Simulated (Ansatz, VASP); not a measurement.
## Two plane-wave programs on NbAs

INCAR

```
SYSTEM = NbAs
PREC     = Accurate       ! precision mode
ENCUT    = 400            ! plane-wave cutoff, eV
EDIFF    = 1E-8           ! SCF threshold, eV
ISMEAR   = -1             ! smearing method
SIGMA    = 0.08           ! smearing width, eV
LREAL    = .FALSE.        ! projectors in reciprocal space
LASPH    = .TRUE.         ! aspherical terms in the spheres
NELM     = 120            ! most SCF steps
ALGO     = Normal         ! electronic algorithm
ISIF     = 2              ! what is computed and relaxed
LWAVE    = .FALSE.        ! write WAVECAR
LCHARG   = .FALSE.        ! write CHGCAR
GGA      = CA             ! functional
LEFG     = .TRUE.       
NBANDS   = 26             ! bands
GGA_COMPAT= .FALSE.
```

KPOINTS

```
regular mesh
0
G
  15 15 15
  0 0 0
```

Contents of POSCAR:

```
NbAs
1.0
   -1.7258500000      1.7258500000      5.7232000000
    1.7258500000     -1.7258500000      5.7232000000
    1.7258500000      1.7258500000     -5.7232000000
Nb As
2 2
Direct
    0.7500000000      0.7500000000      0.0000000000
    0.5000000000      0.0000000000      0.5000000000
    0.1660000000      0.1660000000      0.0000000000
    0.9160000000      0.4160000000      0.5000000000
```

Input for Ansatz:

```yaml
crystal:
  lattice:
    - [-1.72585, 1.72585, 5.7232]
    - [1.72585, -1.72585, 5.7232]
    - [1.72585, 1.72585, -5.7232]
  atoms:
    - { symbol: Nb, position: [0.75, 0.75, 0.0] }
    - { symbol: Nb, position: [0.5, 0.0, 0.5] }
    - { symbol: As, position: [0.166, 0.166, 0.0] }
    - { symbol: As, position: [0.916, 0.416, 0.5] }
kpoints:
  mp_grid: { grid: [15, 15, 15] }
scf:
  occupations: { method: fermi_dirac, width: 0.08 }
hamiltonian:
  xc: lda
  pseudopotentials: { kind: paw }
output:
  forces: true
  stress: true
  eigenvalues: true
  efg: { contact_densities: true }
```

Change from the starting cell: zz strain of -2 %, PAW files.

Alike in both runs: task electric field gradients; functional LDA; k mesh 15 × 15 × 15; occupations fermi-dirac, width 0.08 eV; no spin polarisation.

|  | VASP | Ansatz |
| --- | --- | --- |
| version | VASP 6.6.1 | Ansatz 0.2.0 |
| potentials or method | VASP PAW LDA potentials, release 64 (Nb_sv, As) | PAW with Ansatz's default frozen-core files, scalar-relativistic |
| plane-wave cutoff (eV) | 400 | 420 |
| valence electrons in the cell | 36 | 56 |

VASP gave:

- rms of the force components (eV/Å): 0.252
- size of Vzz on the site where it differs most (V/Å²): 21.7

**Question.** Which values does Ansatz return?

**Answer.** rms of the force components (eV/Å): 0.248; size of Vzz on the site where it differs most (V/Å²): 27.0.

LDA's correlation is that of Perdew and Zunger in VASP and of Perdew and Wang (1992) in Ansatz. Atom by atom the forces differ by 0.004 eV/Å (rms over components). VASP's potentials hold 36 valence electrons a cell and Ansatz's 56, so a difference there can come from the potentials and not from the codes.
